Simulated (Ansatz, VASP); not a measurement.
## AlN: VASP beside Ansatz

```
Al N
1.0
     0.00000    2.18399    2.18399
     2.18399    0.00000    2.18399
     2.18399    2.18399    0.00000
Al N
1 1
Direct
  0.00000 0.00000 0.00000
  0.25000 0.25000 0.25000
```

Alike in both runs: task relaxation of cell and atoms; functional BLYP; dispersion D3(BJ); k mesh 10 × 10 × 10; occupations fermi-dirac, width 0.05 eV; no spin polarisation.

```csv
,VASP,Ansatz
version,VASP 6.6.1,Ansatz 0.2.0
potentials or method,"VASP PAW PBE potentials, release 64 (Al, N), cutoff 600 eV","all-electron LAPW, scalar-relativistic"
```

```tsv
	VASP	Ansatz	Ansatz less VASP
relaxed volume (Å³/atom)	10.35	10.34	-0.012
relaxed cell length with the largest relative difference (Å)	3.082	3.081	-0.0012
```

VASP's potentials were made for PBE, not for BLYP. Ansatz ran all-electron here, and VASP with PAW potentials.
